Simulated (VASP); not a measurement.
# Zr (Im-3m) in VASP: notebook

The runs below take Zr through single point, with RPBE.

Everything below comes from runs of VASP 6.6.1. Logs are shortened: lines on timing, memory, paths and dates and some standing lists are left out, and cuts for length are marked.

## (1) The cell of the first run

It takes space group Im-3m (No. 229, cubic). The conventional cell has a = 3.460 Å, b = 3.460 Å, c = 3.460 Å, α = 90.00°, β = 90.00°, γ = 90.00°. Within 3.9 Å of Zr (site symmetry m-3m) lie 14 Zr at 3.00 to 3.46 Å.

## (2) Single point, RPBE (volume scaled by 0.88)

Contents of INCAR:

```
SYSTEM = Zr
ALGO = Normal
EDIFF = 1E-6
ENCUT = 520
GGA = RP
ISIF = 2
ISMEAR = -1
LASPH = .True.
LCHARG = .False.
LREAL = .False.
LWAVE = .False.
NBANDS = 12
NELM = 100
PREC = Accurate
SIGMA = 0.1
```

Contents of KPOINTS:

```
k-points
0
Gamma
  14 14 14
  0 0 0
```

Contents of POSCAR:

```
Zr
1.0
   -1.7297605721      1.7297605721      1.7297605721
    1.7297605721     -1.7297605721      1.7297605721
    1.7297605721      1.7297605721     -1.7297605721
Zr
1
Direct
    0.0000000000      0.0000000000      0.0000000000
```

Potentials or basis: VASP PAW PBE potentials, release 64 (Zr_sv).

Launch:

```console
cat potpaw_PBE.64/Zr_sv/POTCAR > POTCAR
mpirun -np 1 vasp_std > vasp.out
```

OUTCAR:

```text
SYSTEM = Zr
   EDIFF = 1E-6
   ENCUT = 520
   GGA = RP
   ISIF = 2
   ISMEAR = -1
   LASPH = .True.
   LREAL = .False.
   NELM = 100
   PREC = Accurate

 ion  position               nearest neighbor table
   1  0.000  0.000  0.000-

  LATTYP: Found a body centered cubic cell.
 ALAT       =     3.4595211442

  Lattice vectors:

 A1 = (  -1.7297605721,   1.7297605721,   1.7297605721)
 A2 = (   1.7297605721,  -1.7297605721,   1.7297605721)
 A3 = (   1.7297605721,   1.7297605721,  -1.7297605721)

Analysis of symmetry for initial positions (statically):
=====================================================================
 Subroutine PRICEL returns:
 Original cell was already a primitive cell.

 Routine SETGRP: Setting up the symmetry group for a
 body centered cubic supercell.

 Subroutine GETGRP returns: Found 48 space group operations
 (whereof 48 operations were pure point group operations)
 out of a pool of 48 trial point group operations.

The static configuration has the point symmetry O_h .

Analysis of symmetry for dynamics (positions and initial velocities):
=====================================================================
 Subroutine PRICEL returns:
 Original cell was already a primitive cell.

 Routine SETGRP: Setting up the symmetry group for a
 body centered cubic supercell.

 Subroutine GETGRP returns: Found 48 space group operations
 (whereof 48 operations were pure point group operations)
 out of a pool of 48 trial point group operations.

The dynamic configuration has the point symmetry O_h .

 Subroutine INISYM returns: Found 48 space group operations
 (whereof 48 operations are pure point group operations),
 and found     1 'primitive' translations

----------------------------------------------------------------------------------------

                                     Primitive cell

  volume of cell :      20.7023

  direct lattice vectors                    reciprocal lattice vectors
    -1.729760572  1.729760572  1.729760572     0.000000000  0.289057346  0.289057346
     1.729760572 -1.729760572  1.729760572     0.289057346  0.000000000  0.289057346
     1.729760572  1.729760572 -1.729760572     0.289057346  0.289057346  0.000000000

  length of vectors
     2.996033196  2.996033196  2.996033196     0.408788819  0.408788819  0.408788819

  position of ions in fractional coordinates (direct lattice)
[... 82 lines left out ...]
   NFREE  =      0    steps in history (QN), initial steepest desc. (CG)
   ISIF   =      2    stress and relaxation
   ISYM   =      2    0-nonsym 1-usesym 2-fastsym
   POTIM  = 0.5000    time-step for ionic-motion
   TEBEG  =    0.0;   TEEND  =   0.0 temperature during run
   PSTRESS=    0.0 pullay stress
   NELECT =      12.0000    total number of electrons
   NUPDOWN=      -1.0000    fix difference up-down
   EMIN   =  10.00;   EMAX   =-10.00  energy-range for DOS
   EFERMI =   0.00;   METHOD = LEGACY
   ISMEAR =    -1;   SIGMA  =   0.10  broadening in eV -4-tet -1-fermi 0-gaus
   EFERMI_NEDOS =   21; number of points for ismear=-14 and -15
   IALGO  =     38    algorithm
   IMIX   =      4    mixing-type and parameters
     AMIX     =   0.40;   BMIX     =  1.00
     AMIX_MAG =   1.60;   BMIX_MAG =  1.00
  volume/ion in A,a.u.               =      20.70       139.71
  Fermi-wavevector in a.u.,A,eV,Ry     =   1.364989  2.579456 25.350319  1.863196
  Thomas-Fermi vector in A             =   2.491257
   LORBIT       =      0    0 simple, 1 ext, 2 COOP (PROOUT), +10 PAW based schemes
   GGA     = RP    functional components
   LHFCALC =     F    Hartree Fock is set to
   AEXX    =    0.0000 exact exchange contribution
   IVDW    =     0    specifies the selected vdW correction
   LEPSILON=     F    determine dielectric tensor
   LRPA    =     F    only Hartree local field effects (RPA)
 non-spin polarized calculation
  energy-cutoff  :      520.00
  volume of cell :       20.70
 maximum number of plane-waves:       586
 NGX is ok and might be reduce to    24
   NGX = 11   NGY = 11   NGZ = 11

 number of electron      12.0000000 magnetization

 Free energy of the ion-electron system (eV)
  ---------------------------------------------------
  ext. energy  EPLUGINS =         0.00000000
  ---------------------------------------------------
  free energy    TOTEN  =        -7.92929721 eV

  energy without entropy =       -7.87912826  energy(sigma->0) =       -7.90421273

 E-fermi :  10.1399     XC(G=0): -11.5510

 val. band max:       10.1366570413   @ k =   0.2857   0.2857   0.0714
 cond. band min:      10.1410434215   @ k =  -0.4286   0.4286   0.1429
 fundamental gap:      0.0043863802
 Fermi energy:        10.1399101767

 k-point     1 :       0.0000    0.0000    0.0000
  band No.  band energies     occupation
      1     -38.1578      2.00000
      2     -15.4711      2.00000
      3     -15.4711      2.00000
      4     -15.4711      2.00000
      5       4.6331      2.00000
      6      11.3343      0.00001
      7      11.3343      0.00001
      8      11.3343      0.00001
      9      14.1227      0.00000
     10      14.1227      0.00000
     11      22.9045      0.00000
     12      22.9045      0.00000
[... 331 lines left out ...]
 k-point    24 :       0.3571    0.2857    0.0000
  band No.  band energies     occupation
      1     -37.8856      2.00000
      2     -16.5339      2.00000
      3     -16.3211      2.00000
      4     -15.6435      2.00000
      5       8.5590      2.00000
      6       9.5535      1.99433
      7      10.0854      1.26608
      8      14.3616      0.00000
      9      14.8590      0.00000
     10      19.8853      0.00000
     11      20.3210      0.00000
     12      21.8468      0.00000

 [... further k-points ...]

------------------------ aborting loop because EDIFF is reached ----------------------------------------

  FORCE on cell =-STRESS in cart. coord.  units (eV):
  Direction    XX          YY          ZZ          XY          YZ          ZX
  --------------------------------------------------------------------------------------
  -------------------------------------------------------------------------------------
  Total        1.6511823      1.6511823      1.6511823      0.0000000      0.0000000      0.0000000
  in kB      127.7872846    127.7872846    127.7872846      0.0000000      0.0000000      0.0000000
  external PRESSURE =     127.7872846 kB  Pullay stress =       0.0000000 kB

 VOLUME and BASIS-vectors are now :
 -----------------------------------------------------------------------------
  energy-cutoff  :      520.00
  volume of cell :       20.70
      direct lattice vectors                 reciprocal lattice vectors
    -1.729760572  1.729760572  1.729760572     0.000000000  0.289057346  0.289057346
     1.729760572 -1.729760572  1.729760572     0.289057346  0.000000000  0.289057346
     1.729760572  1.729760572 -1.729760572     0.289057346  0.289057346  0.000000000

 POSITION                                       TOTAL-FORCE (eV/Angst)
 -----------------------------------------------------------------------------------
      0.00000      0.00000      0.00000         0.000000      0.000000      0.000000
 -----------------------------------------------------------------------------------
    total drift:                                0.000000      0.000000      0.000000

  FREE ENERGIE OF THE ION-ELECTRON SYSTEM (eV)
  ---------------------------------------------------
  free  energy   TOTEN  =        -7.9292972076 eV

  energy  without entropy=       -7.8791282564  energy(sigma->0) =       -7.90421273
```

It took 7 s on 1 thread of Intel Xeon 6975P-C (Granite Rapids), shared host; peak memory 0.15 GiB.

What came out:

| Property | Result |
| --- | --- |
| Free energy | -7.9293 eV |
| Pressure | 12.8 GPa |
| Band gap on the k mesh | zero (band 6 reaches 11.33 eV, above the bottom of band 7 at 9.45 eV) |

Levels at points of the mesh, in eV from the Fermi level:
```
           k point  band 3  band 4  band 5  band 6  band 7  band 8  band 9  band 10
(0.00, 0.00, 0.00)  -25.61  -25.61   -5.51    1.19    1.19    1.19    3.98     3.98
(0.50, 0.00, 0.00)  -26.04  -25.63   -3.11   -0.87    2.14    4.05    4.81     7.23
(0.50, 0.50, 0.50)  -26.55  -26.55   -3.05   -3.05    6.42    6.42    6.42     8.36
```

Caveat: the cell differs from its parent crystal (volume scaled by 0.88); the PAW data sets were made with another functional, which shifts forces and pressure a little.

## (3) Single point, RPBE (volume scaled by 0.92)

Contents of INCAR:

```
SYSTEM = Zr
PREC = Accurate
ENCUT = 520
EDIFF = 1E-6
ISMEAR = -1
SIGMA = 0.1
LREAL = .False.
LASPH = .True.
NELM = 80
ALGO = Normal
ISIF = 2
LWAVE = .False.
LCHARG = .False.
GGA = RP
NBANDS = 12
```

Contents of KPOINTS:

```
regular mesh
0
Gamma
  14 14 14
  0 0 0
```

Contents of POSCAR:

```
Zr
1.0
   -1.7555817009      1.7555817009      1.7555817009
    1.7555817009     -1.7555817009      1.7555817009
    1.7555817009      1.7555817009     -1.7555817009
Zr
1
Direct
    0.0000000000      0.0000000000      0.0000000000
```

Potentials or basis: VASP PAW PBE potentials, release 64 (Zr_sv).

Launch:

```console
cat potpaw_PBE.64/Zr_sv/POTCAR > POTCAR
mpirun -np 1 vasp_std > vasp.out
```

It took 7.3 s on 1 thread of Intel Xeon 6975P-C (Granite Rapids), shared host; peak memory 0.15 GiB.

It converged, with:

| Item | Value |
| --- | --- |
| Free energy | -7.9896 eV |
| Pressure | 7.7 GPa |
| Band gap on the k mesh | zero (band 6 reaches 10.79 eV, above the bottom of band 7 at 8.95 eV) |

Levels at points of the mesh, in eV from the Fermi level:
```csv
k point,band 2,band 3,band 4,band 5,band 6,band 7,band 8,band 9,band 10,band 11
"(0.00, 0.00, 0.00)",-25.77,-25.77,-25.77,-5.46,1.17,1.17,1.17,3.84,3.84,12.62
"(0.50, 0.00, 0.00)",-26.98,-26.15,-25.79,-2.98,-0.78,1.91,3.87,4.59,6.86,10.26
"(0.50, 0.50, 0.50)",-26.60,-26.60,-26.60,-2.84,-2.84,6.11,6.11,6.11,7.98,7.98
```

Caveat: the cell differs from its parent crystal (volume scaled by 0.92); the PAW data sets were made with another functional, which shifts forces and pressure a little.

## (4) Single point, RPBE (volume scaled by 0.96)

Contents of INCAR:

```
SYSTEM = Zr
  ALGO = Normal
  EDIFF = 1E-7
  ENCUT = 520
  GGA = RP
  ISIF = 2
  ISMEAR = -1
  LASPH = .True.
  LCHARG = .True.
  LELF = .True.
  LREAL = .False.
  LVHAR = .True.
  LWAVE = .False.
  NBANDS = 12
  NELM = 60
  PREC = Accurate
  SIGMA = 0.1
```

Contents of KPOINTS:

```
k-points
0
Gamma
  14 14 14
  0 0 0
```

Contents of POSCAR:

```
Zr
1.0
   -1.7806648284      1.7806648284      1.7806648284
    1.7806648284     -1.7806648284      1.7806648284
    1.7806648284      1.7806648284     -1.7806648284
Zr
1
Direct
    0.0000000000      0.0000000000      0.0000000000
```

Launch:

```console
cat potpaw_PBE.64/Zr_sv/POTCAR > POTCAR
mpirun -np 1 vasp_std > vasp.out
```

Run time: 8.1 s. Hardware: 1 thread of Intel Xeon 6975P-C (Granite Rapids), shared host; peak memory 0.15 GiB.

It converged, with:

- Free energy: -8.0229 eV
- Pressure: 3.5 GPa
- Band gap on the k mesh: zero (band 6 reaches 10.29 eV, above the bottom of band 7 at 8.48 eV)

Levels at points of the mesh, in eV from the Fermi level:
| k point | band 3 | band 4 | band 5 | band 6 | band 7 | band 8 | band 9 | band 10 |
| --- | --- | --- | --- | --- | --- | --- | --- | --- |
| (0.00, 0.00, 0.00) | -25.93 | -25.93 | -5.40 | 1.15 | 1.15 | 1.15 | 3.70 | 3.70 |
| (0.50, 0.00, 0.00) | -26.26 | -25.94 | -2.85 | -0.70 | 1.71 | 3.71 | 4.40 | 6.53 |
| (0.50, 0.50, 0.50) | -26.65 | -26.65 | -2.65 | -2.65 | 5.83 | 5.83 | 5.83 | 7.64 |

Caveat: the cell differs from its parent crystal (volume scaled by 0.96); the PAW data sets were made with another functional, which shifts forces and pressure a little.

## (5) Single point, RPBE

This run uses another cell than the first one, of 23.53 Å³/atom, 1.136 times its volume.

Contents of INCAR:

```
SYSTEM = Zr
PREC = Accurate
ENCUT = 520
EDIFF = 1E-6
ISMEAR = -1
SIGMA = 0.1
LREAL = .False.
LASPH = .True.
NELM = 100
ALGO = Normal
ISIF = 2
LWAVE = .False.
LCHARG = .False.
GGA = RP
NBANDS = 12
```

Contents of KPOINTS:

```
regular mesh
0
Gamma
  14 14 14
  0 0 0
```

Contents of POSCAR:

```
Zr
1.0
   -1.8050605288      1.8050605288      1.8050605288
    1.8050605288     -1.8050605288      1.8050605288
    1.8050605288      1.8050605288     -1.8050605288
Zr
1
Direct
    0.0000000000      0.0000000000      0.0000000000
```

Potentials or basis: VASP PAW PBE potentials, release 64 (Zr_sv).

Launch:

```console
cat potpaw_PBE.64/Zr_sv/POTCAR > POTCAR
mpirun -np 1 vasp_std > vasp.out
```

OUTCAR:

```text
SYSTEM = Zr
   PREC = Accurate
   ENCUT = 520
   EDIFF = 1E-6
   ISMEAR = -1
   LREAL = .False.
   LASPH = .True.
   NELM = 100
   ISIF = 2
   GGA = RP

 ion  position               nearest neighbor table
   1  0.000  0.000  0.000-

  LATTYP: Found a body centered cubic cell.
 ALAT       =     3.6101210576

  Lattice vectors:

 A1 = (  -1.8050605288,   1.8050605288,   1.8050605288)
 A2 = (   1.8050605288,  -1.8050605288,   1.8050605288)
[... 538 lines left out ...]
     12      18.9182      0.00000

 [... further k-points ...]

------------------------ aborting loop because EDIFF is reached ----------------------------------------

  FORCE on cell =-STRESS in cart. coord.  units (eV):
  Direction    XX          YY          ZZ          XY          YZ          ZX
  --------------------------------------------------------------------------------------
  -------------------------------------------------------------------------------------
  Total       -0.0079987     -0.0079987     -0.0079987      0.0000000     -0.0000000      0.0000000
  in kB       -0.5447441     -0.5447441     -0.5447441      0.0000000     -0.0000000      0.0000000
  external PRESSURE =      -0.5447441 kB  Pullay stress =       0.0000000 kB

 VOLUME and BASIS-vectors are now :
 -----------------------------------------------------------------------------
  energy-cutoff  :      520.00
  volume of cell :       23.53
      direct lattice vectors                 reciprocal lattice vectors
    -1.805060529  1.805060529  1.805060529     0.000000000  0.276999021  0.276999021
     1.805060529 -1.805060529  1.805060529     0.276999021  0.000000000  0.276999021
     1.805060529  1.805060529 -1.805060529     0.276999021  0.276999021  0.000000000

 POSITION                                       TOTAL-FORCE (eV/Angst)
 -----------------------------------------------------------------------------------
      0.00000      0.00000      0.00000         0.000000      0.000000     -0.000000
 -----------------------------------------------------------------------------------
    total drift:                                0.000000      0.000000      0.000000

  FREE ENERGIE OF THE ION-ELECTRON SYSTEM (eV)
  ---------------------------------------------------
  free  energy   TOTEN  =        -8.0332198593 eV

  energy  without entropy=       -7.9686593905  energy(sigma->0) =       -8.00093962
```

OSZICAR:

```text
N       E                     dE             d eps       ncg     rms          rms(c)
DAV:   1     0.876228117831E+02    0.87623E+02   -0.69419E+03  2496   0.995E+02
DAV:   2    -0.528412336674E+01   -0.92907E+02   -0.90252E+02  2896   0.270E+02
DAV:   3    -0.829054522692E+01   -0.30064E+01   -0.29630E+01  3744   0.410E+01
DAV:   4    -0.834640353670E+01   -0.55858E-01   -0.55825E-01  2884   0.551E+00
DAV:   5    -0.834767581320E+01   -0.12723E-02   -0.12722E-02  3636   0.598E-01    0.958E+00
DAV:   6    -0.807679281595E+01    0.27088E+00   -0.36541E-01  2664   0.566E+00    0.376E+00
DAV:   7    -0.802941699910E+01    0.47376E-01   -0.19079E-01  3008   0.393E+00    0.662E-01
DAV:   8    -0.803321489642E+01   -0.37979E-02   -0.12298E-02  2980   0.125E+00    0.100E-01
DAV:   9    -0.803323225771E+01   -0.17361E-04   -0.49635E-04  3300   0.193E-01    0.266E-02
DAV:  10    -0.803322302442E+01    0.92333E-05   -0.20507E-05  3100   0.479E-02    0.930E-03
DAV:  11    -0.803322000202E+01    0.30224E-05   -0.17114E-06  2724   0.121E-02    0.320E-03
DAV:  12    -0.803321985934E+01    0.14268E-06   -0.13762E-07  1444   0.395E-03
   1 F= -.80332199E+01 E0= -.80009396E+01  d E =-.645605E-01
```

It took 7.2 s on 1 thread of Intel Xeon 6975P-C (Granite Rapids), shared host; peak memory 0.15 GiB.

Results:

* Free energy: -8.0332 eV
* Pressure: -0.1 GPa
* Band gap on the k mesh: zero (band 6 reaches 9.81 eV, above the bottom of band 7 at 8.05 eV)

Caveat: the PAW data sets were made with another functional, which shifts forces and pressure a little.

## (6) The runs side by side

| cell | gap on the mesh (eV) | pressure (GPa) |
| --- | --- | --- |
| a = 2.996 Å, angles 109.5°, 1 atom | none | 12.8 |
| a = 3.041 Å, angles 109.5°, 1 atom | none | 7.7 |
| a = 3.084 Å, angles 109.5°, 1 atom | none | 3.5 |
| a = 3.126 Å, angles 109.5°, 1 atom | none | -0.1 |

Alike in all rows: task single point; level RPBE; potentials or basis VASP PAW PBE potentials, release 64 (Zr_sv); no spin polarisation; k mesh 14 × 14 × 14; cutoff (eV) 520; smearing fermi-dirac 0.1 eV.

Caveats: the PAW data sets were made with another functional, which shifts forces and pressure a little.

Total energies depend on the potentials used, so only differences within one code and one set of settings carry meaning.
